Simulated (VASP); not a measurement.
# TiC (Cmcm) in VASP: single point with PBE

Aim: the single point of TiC with PBE.

All numbers are computed with VASP 6.6.1; they aren't measurements. Logs are shortened: lines on timing, memory, paths and dates and some standing lists are left out, and cuts for length are marked.

## 1. The cell of the first run

It takes space group Cmcm (No. 63, orthorhombic). The conventional cell has a = 4.333 Å, b = 4.333 Å, c = 4.333 Å, α = 90.00°, β = 90.00°, γ = 90.00°. Within 2.7 Å of Ti (site symmetry m2m) lie 6 C at 2.07 to 2.26 Å. C (site symmetry m2m) has 6 Ti at 2.07 to 2.26 Å within 2.7 Å.

## 2. Single point, PBE (atoms displaced along a vibrational mode)

File INCAR:

```
SYSTEM = TiC
ALGO = Normal
EDIFF = 1E-7
ENCUT = 520
GGA = PE
ISIF = 2
ISMEAR = 0
LASPH = .True.
LCHARG = .True.
LELF = .True.
LREAL = .False.
LVHAR = .True.
LWAVE = .False.
NBANDS = 24
NELM = 60
PREC = Accurate
SIGMA = 0.15
```

File KPOINTS:

```
k-points
0
Gamma
  20 20 14
  0 0 0
```

File POSCAR:

```
TiC
1.0
    0.0000000000     -2.1664615256     -2.1664615256
    0.0000000000      2.1664615256     -2.1664615256
    4.3329230512      0.0000000000      0.0000000000
Ti C
2 2
Direct
    0.5259639967      0.4740360033      0.5000000000
    0.9740360033      1.0259639967      0.0000000000
    0.4956869073      0.5043130927      0.0000000000
    0.0043130927     -0.0043130927      0.5000000000
```

Potentials or basis: VASP PAW PBE potentials, release 64 (Ti_sv, C).

On the command line:

```sh
> cat potpaw_PBE.64/Ti_sv/POTCAR potpaw_PBE.64/C/POTCAR > POTCAR
> mpirun -np 1 vasp_std > vasp.out
```

OUTCAR:

```text
SYSTEM = TiC
   EDIFF = 1E-7
   ENCUT = 520
   GGA = PE
   ISIF = 2
   ISMEAR = 0
   LASPH = .True.
   LREAL = .False.
   NELM = 60
   PREC = Accurate

 ion  position               nearest neighbor table
   1  0.526  0.474  0.500-   4 2.07   4 2.17   4 2.17   3 2.17   3 2.17   4 2.26   2 2.91   2 2.91

   2  0.974  0.026  0.000-   3 2.07   3 2.17   3 2.17   4 2.17   4 2.17   3 2.26   1 2.91   1 2.91

   3  0.496  0.504  0.000-   2 2.07   2 2.17   2 2.17   1 2.17   1 2.17   2 2.26
   4  0.004  0.996  0.500-   1 2.07   1 2.17   1 2.17   2 2.17   2 2.17   1 2.26

  LATTYP: Found a simple tetragonal cell.
 ALAT       =     3.0638392719
 C/A-ratio  =     1.4142135624

  Lattice vectors:

 A1 = (   0.0000000000,  -2.1664615256,  -2.1664615256)
 A2 = (   0.0000000000,   2.1664615256,  -2.1664615256)
 A3 = (   4.3329230512,   0.0000000000,   0.0000000000)

Analysis of symmetry for initial positions (statically):
=====================================================================
 Subroutine PRICEL returns:
 Original cell was already a primitive cell.

 Routine SETGRP: Setting up the symmetry group for a
 simple tetragonal supercell.

 Subroutine GETGRP returns: Found  8 space group operations
 (whereof  4 operations were pure point group operations)
 out of a pool of 16 trial point group operations.

The static configuration has the point symmetry C_2v.
 The point group associated with its full space group is D_2h.

Analysis of symmetry for dynamics (positions and initial velocities):
=====================================================================
 Subroutine PRICEL returns:
 Original cell was already a primitive cell.

 Routine SETGRP: Setting up the symmetry group for a
 simple tetragonal supercell.

 Subroutine GETGRP returns: Found  8 space group operations
 (whereof  4 operations were pure point group operations)
 out of a pool of 16 trial point group operations.

The dynamic configuration has the point symmetry C_2v.
 The point group associated with its full space group is D_2h.

 Subroutine INISYM returns: Found  8 space group operations
 (whereof  4 operations are pure point group operations),
 and found     1 'primitive' translations

----------------------------------------------------------------------------------------

                                     Primitive cell

  volume of cell :      40.6736

  direct lattice vectors                    reciprocal lattice vectors
     0.000000000 -2.166461526 -2.166461526     0.000000000 -0.230791082 -0.230791082
     0.000000000  2.166461526 -2.166461526     0.000000000  0.230791082 -0.230791082
     4.332923051  0.000000000  0.000000000     0.230791082  0.000000000  0.000000000

  length of vectors
     3.063839272  3.063839272  4.332923051     0.326387878  0.326387878  0.230791082

  position of ions in fractional coordinates (direct lattice)
     0.525963997  0.474036003  0.500000000
     0.974036003  0.025963997  0.000000000
     0.495686907  0.504313093  0.000000000
     0.004313093  0.995686907  0.500000000

  ion indices of the primitive-cell ions
   primitive index   ion index
                 1           1
                 2           2
                 3           3
                 4           4

----------------------------------------------------------------------------------------

 KPOINTS: k-points

Automatic generation of k-mesh.
 Grid dimensions read from file:
 generate k-points for:   20   20   14

 Generating k-lattice:

  Cartesian coordinates                     Fractional coordinates (reciprocal lattice)
     0.000000000 -0.011539554 -0.011539554     0.050000000  0.000000000  0.000000000
     0.000000000  0.011539554 -0.011539554     0.000000000  0.050000000  0.000000000
     0.016485077  0.000000000  0.000000000     0.000000000  0.000000000  0.071428571

  Length of vectors
     0.016319394  0.016319394  0.016485077

  Shift w.r.t. Gamma in fractional coordinates (k-lattice)
     0.000000000  0.000000000  0.000000000

 Subroutine IBZKPT returns following result:
 ===========================================

 Found    888 irreducible k-points:

 Following reciprocal coordinates:
            Coordinates               Weight
  0.000000  0.000000  0.000000      1.000000
  0.050000  0.000000  0.000000      4.000000
  0.100000  0.000000  0.000000      4.000000
  0.150000  0.000000  0.000000      4.000000
  0.200000  0.000000  0.000000      4.000000
  0.250000  0.000000  0.000000      4.000000
[... 16 lines left out ...]
 -0.050000  0.300000  0.000000      4.000000
  0.350000  0.050000  0.000000      4.000000
 [... further k-points ...]
   k-points           NKPTS =    888   k-points in BZ     NKDIM =    888   number of bands    NBANDS=     24
   number of dos      NEDOS =    301   number of ions     NIONS =      4
   total plane-waves  NPLWV =  18432
   dimension x,y,z NGX =    24 NGY =   24 NGZ =   32
   dimension x,y,z NGXF=    48 NGYF=   48 NGZF=   64
   ions per type =               2   2
   NGX,Y,Z   is equivalent  to a cutoff of  13.02, 13.02, 12.28 a.u.
   NGXF,Y,Z  is equivalent  to a cutoff of  26.05, 26.05, 24.56 a.u.
 SYSTEM =  TiC
   PREC   = accura    normal or accurate (medium, high low for compatibility)
   ISTART =      0    job   : 0-new  1-cont  2-samecut
   ICHARG =      2    charge: 1-file 2-atom 10-const
   ISPIN  =      1    spin polarized calculation?
   LNONCOLLINEAR =      F non collinear calculations
   LSORBIT =      F    spin-orbit coupling
   LASPH  =      T    aspherical Exc in radial PAW
   ENCUT  =  520.0 eV  38.22 Ry    6.18 a.u.   5.70  5.70  8.06*2*pi/ulx,y,z
   NELM   =     60;   NELMIN=  2; NELMDL= -5     # of ELM steps
   EDIFF  = 0.1E-06   stopping-criterion for ELM
   LREAL  =      F    real-space projection
   EDIFFG = 0.1E-05   stopping-criterion for IOM
   NSW    =      0    number of steps for IOM
   IBRION =     -1    ionic relax: 0-MD 1-quasi-New 2-CG
   NFREE  =      0    steps in history (QN), initial steepest desc. (CG)
   ISIF   =      2    stress and relaxation
   ISYM   =      2    0-nonsym 1-usesym 2-fastsym
   POTIM  = 0.5000    time-step for ionic-motion
   TEBEG  =    0.0;   TEEND  =   0.0 temperature during run
   PSTRESS=    0.0 pullay stress
   NELECT =      32.0000    total number of electrons
   NUPDOWN=      -1.0000    fix difference up-down
   EMIN   =  10.00;   EMAX   =-10.00  energy-range for DOS
   EFERMI =   0.00;   METHOD = LEGACY
   ISMEAR =     0;   SIGMA  =   0.15  broadening in eV -4-tet -1-fermi 0-gaus
   EFERMI_NEDOS =   21; number of points for ismear=-14 and -15
   IALGO  =     38    algorithm
   IMIX   =      4    mixing-type and parameters
     AMIX     =   0.40;   BMIX     =  1.00
     AMIX_MAG =   1.60;   BMIX_MAG =  1.00
  volume/ion in A,a.u.               =      10.17        68.62
  Fermi-wavevector in a.u.,A,eV,Ry     =   1.511311  2.855964 31.076536  2.284061
  Thomas-Fermi vector in A             =   2.621385
   LORBIT       =      0    0 simple, 1 ext, 2 COOP (PROOUT), +10 PAW based schemes
   GGA     = PE    functional components
   LHFCALC =     F    Hartree Fock is set to
   AEXX    =    0.0000 exact exchange contribution
   IVDW    =     0    specifies the selected vdW correction
   LEPSILON=     F    determine dielectric tensor
   LRPA    =     F    only Hartree local field effects (RPA)
 non-spin polarized calculation
 Gauss-broadening in eV      SIGMA  =   0.15
  energy-cutoff  :      520.00
  volume of cell :       40.67
 maximum number of plane-waves:      1136
   NGX = 11   NGY = 11   NGZ = 17

 number of electron      32.0000007 magnetization

 Free energy of the ion-electron system (eV)
  ---------------------------------------------------
  ext. energy  EPLUGINS =         0.00000000
  ---------------------------------------------------
  free energy    TOTEN  =       -37.23668348 eV

  energy without entropy =      -37.23062212  energy(sigma->0) =      -37.23365280

 E-fermi :   9.3939     XC(G=0): -12.6863

 val. band max:        9.3903777122   @ k =   0.2500   0.2500   0.0714
 cond. band min:       9.4010934012   @ k =   0.0500   0.0000   0.1429
 fundamental gap:      0.0107156890
 Fermi energy:         9.3939382152

 k-point     1 :       0.0000    0.0000    0.0000
  band No.  band energies     occupation
      1     -47.1921      2.00000
      2     -47.0883      2.00000
      3     -23.6672      2.00000
      4     -23.3839      2.00000
      5     -23.3771      2.00000
      6     -23.2227      2.00000
[... 16 lines left out ...]
     23      12.5466      0.00000
     24      12.7813      0.00000

 k-point     2 :       0.0500    0.0000    0.0000
  band No.  band energies     occupation
      1     -47.1909      2.00000
      2     -47.0883      2.00000
      3     -23.6640      2.00000
      4     -23.3874      2.00000
      5     -23.3776      2.00000
      6     -23.2275      2.00000
[... 16 lines left out ...]
     23      12.7427      0.00000
     24      12.7852      0.00000

 k-point     3 :       0.1000    0.0000    0.0000
  band No.  band energies     occupation
      1     -47.1875      2.00000
      2     -47.0883      2.00000
      3     -23.6546      2.00000
      4     -23.4027      2.00000
      5     -23.3738      2.00000
      6     -23.2467      2.00000
[... 16 lines left out ...]
     23      12.7944      0.00000
     24      13.2121      0.00000

 k-point     4 :       0.1500    0.0000    0.0000
  band No.  band energies     occupation
      1     -47.1821      2.00000
      2     -47.0884      2.00000
      3     -23.6394      2.00000
      4     -23.4273      2.00000
      5     -23.3671      2.00000
      6     -23.2796      2.00000
[... 16 lines left out ...]
     23      13.3637      0.00000
     24      13.4455      0.00000

 k-point     5 :       0.2000    0.0000    0.0000
  band No.  band energies     occupation
      1     -47.1749      2.00000
      2     -47.0888      2.00000
      3     -23.6190      2.00000
      4     -23.4578      2.00000
      5     -23.3619      2.00000
      6     -23.3182      2.00000
[... 16 lines left out ...]
     23      13.4393      0.00000
     24      14.1914      0.00000

 k-point     6 :       0.2500    0.0000    0.0000
  band No.  band energies     occupation
      1     -47.1666      2.00000
      2     -47.0897      2.00000
      3     -23.5944      2.00000
      4     -23.4907      2.00000
      5     -23.3844      2.00000
      6     -23.3328      2.00000
[... 16 lines left out ...]
     23      13.5338      0.00000
     24      14.8748      0.00000
[... 379 lines left out ...]
 k-point    21 :      -0.0500    0.2500    0.0000
  band No.  band energies     occupation
      1     -47.1655      2.00000
      2     -47.0895      2.00000
      3     -23.5917      2.00000
      4     -23.4901      2.00000
      5     -23.3881      2.00000
      6     -23.3337      2.00000
[... 16 lines left out ...]
     23      13.5473      0.00000
     24      14.7902      0.00000

 k-point    22 :       0.3000    0.0500    0.0000
  band No.  band energies     occupation
      1     -47.1566      2.00000
      2     -47.0909      2.00000
      3     -23.5648      2.00000
      4     -23.5218      2.00000
      5     -23.4320      2.00000
      6     -23.3289      2.00000
[... 16 lines left out ...]
     23      13.6245      0.00000
     24      14.8581      0.00000

 k-point    23 :      -0.0500    0.3000    0.0000
  band No.  band energies     occupation
      1     -47.1565      2.00000
      2     -47.0910      2.00000
      3     -23.5644      2.00000
      4     -23.5216      2.00000
      5     -23.4327      2.00000
      6     -23.3261      2.00000
[... 16 lines left out ...]
     23      13.6447      0.00000
     24      14.8062      0.00000

 k-point    24 :       0.3500    0.0500    0.0000
  band No.  band energies     occupation
      1     -47.1477      2.00000
      2     -47.0931      2.00000
      3     -23.5480      2.00000
      4     -23.5362      2.00000
      5     -23.4783      2.00000
      6     -23.3160      2.00000
[... 16 lines left out ...]
     23      13.7247      0.00000
     24      14.7552      0.00000

 [... further k-points ...]

------------------------ aborting loop because EDIFF is reached ----------------------------------------

  FORCE on cell =-STRESS in cart. coord.  units (eV):
  Direction    XX          YY          ZZ          XY          YZ          ZX
  --------------------------------------------------------------------------------------
  -------------------------------------------------------------------------------------
  Total        0.8891126      0.8224448     -0.1600805      0.0000000      0.0000000      0.0000000
  in kB       35.0230857     32.3969707     -6.3057420      0.0000000      0.0000000      0.0000000
  external PRESSURE =      20.3714382 kB  Pullay stress =       0.0000000 kB

 VOLUME and BASIS-vectors are now :
 -----------------------------------------------------------------------------
  energy-cutoff  :      520.00
  volume of cell :       40.67
      direct lattice vectors                 reciprocal lattice vectors
     0.000000000 -2.166461526 -2.166461526     0.000000000 -0.230791082 -0.230791082
     0.000000000  2.166461526 -2.166461526     0.000000000  0.230791082 -0.230791082
     4.332923051  0.000000000  0.000000000     0.230791082  0.000000000  0.000000000

 POSITION                                       TOTAL-FORCE (eV/Angst)
 -----------------------------------------------------------------------------------
      2.16646     -0.11250     -2.16646         0.000000      1.680203      0.000000
      0.00000     -2.05396     -2.16646         0.000000     -1.680203      0.000000
      0.00000      0.01869     -2.16646         0.000000      0.026360      0.000000
      2.16646      2.14777     -2.16646         0.000000     -0.026360      0.000000
 -----------------------------------------------------------------------------------
    total drift:                                0.000000      0.000000     -0.000000

  FREE ENERGIE OF THE ION-ELECTRON SYSTEM (eV)
  ---------------------------------------------------
  free  energy   TOTEN  =       -37.2366834807 eV

  energy  without entropy=      -37.2306221175  energy(sigma->0) =      -37.23365280
```

It took 13 min on 1 thread of Intel Xeon Platinum 8375C at 2.90GHz (Ice Lake), shared host; peak memory 0.75 GiB.

Results:

| Property | Result |
| --- | --- |
| Free energy | -37.2367 eV |
| Pressure | 2.0 GPa |
| Largest force | 1.680 eV/Å |
| Band gap on the k mesh | zero (bands 16 and 17 overlap by 1.17 eV) |

Forces in eV/Å, atoms in the order of the input:
```
Ti   0.000  1.680  0.000
Ti   0.000 -1.680  0.000
C    0.000  0.026  0.000
C    0.000 -0.026  0.000
```

Stress tensor (GPa, compression positive):
```
 3.50  0.00  0.00
 0.00  3.24  0.00
 0.00  0.00 -0.63
```

Caveat: the cell differs from its parent crystal (atoms displaced along a vibrational mode); forces of over 1 eV/Å act on the atoms, so gaps and moduli don't describe the material at rest.
